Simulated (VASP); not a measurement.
Here is a VASP 6.6.1 calculation.

INCAR

```
PREC = Accurate
ENCUT = 520
EDIFF = 1E-6
ISMEAR = 0
SIGMA = 0.15
LREAL = False
LASPH = True
NELM = 80
ALGO = Normal
ISIF = 2
LWAVE = False
LCHARG = True
GGA = PS
LELF = True
LVHAR = True
NBANDS = 18
```

File KPOINTS:

```
regular mesh
0
Gamma
  14 14 14
```

File POSCAR:

```
BiTe
1.0
    0.0000000000      3.2350000000      3.2350000000
    3.2350000000      0.0000000000      3.2350000000
    3.2350000000      3.2350000000      0.0000000000
Bi Te
1 1
Direct
   -0.0231839258     -0.0231839258      0.0231839258
    0.5000000000      0.5000000000      0.5000000000
```

Potentials or basis: VASP PAW PBE potentials, release 64 (Bi_d, Te).

The run is started by

```bash
$ cat potpaw_PBE.64/Bi_d/POTCAR potpaw_PBE.64/Te/POTCAR > POTCAR
$ mpirun -np 1 vasp_std > vasp.out
```

Q: Predict the band gap on the k mesh.

A: Zero (an odd number of electrons rules out a gap without spin polarisation).

Q: Predict the largest force.

A: 0.364 eV/Å.

Q: What does it give for the pressure?

A: -1.3 GPa.

Stress tensor (GPa, compression positive):
```
-1.52  0.00  0.00
 0.00 -1.52  0.00
 0.00  0.00 -0.98
```

Caveat: the cell differs from its parent crystal (all Bi atoms moved +0.150 Å, as atom 1 towards its neighbour atom 2 (Te) at 3.235 Å); the PAW data sets were made with another functional, which shifts forces and pressure a little; spin-orbit coupling is left out, which moves the levels of the heavy elements.
